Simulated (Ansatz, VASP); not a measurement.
Two plane-wave programs on Pb3F2

```
Pb F
1.0
     7.57731    0.00000    0.00000
     0.00000    7.57731    0.00000
     0.00000    0.00000    4.42213
Pb F
6 4
Direct
  0.37140 0.87140 0.50000
  0.12860 0.37140 0.50000
  0.62860 0.12860 0.50000
  0.87140 0.62860 0.50000
  0.00000 0.00000 0.50000
  0.50000 0.50000 0.50000
  0.17340 0.67340 0.00000
  0.32660 0.17340 0.00000
  0.82660 0.32660 0.00000
  0.67340 0.82660 0.00000
```

Alike in both runs: task single point; functional PBEsol; k mesh 3 × 3 × 4; no spin polarisation.

|  | VASP | Ansatz |
| --- | --- | --- |
| version | VASP 6.6.1 | Ansatz 0.2.0 |
| potentials or method | VASP PAW PBE potentials, release 64 (Pb_d, F), cutoff 520 eV | PAW plane waves |
| occupations | fermi-dirac, width 0.1 eV | fermi-dirac |
| valence electrons in the cell | 112 | 112 |

```csv
,VASP,Ansatz,Ansatz less VASP
gap on the k mesh at the Fermi level (eV),none,none,-
pressure (GPa),-1.3,-1.1,+0.17
"traceless stress, the component that is largest in VASP (GPa)",-6.63,-6.65,-0.021
rms of the force components (eV/Å),0.643,0.643,-0.0002
```

VASP's potentials were made for PBE, not for PBEsol. Atom by atom the forces differ by 0.000 eV/Å (rms over components). A gap of «none» marks a metal or a gap that the smearing closes.

Neither program's run includes spin-orbit coupling.
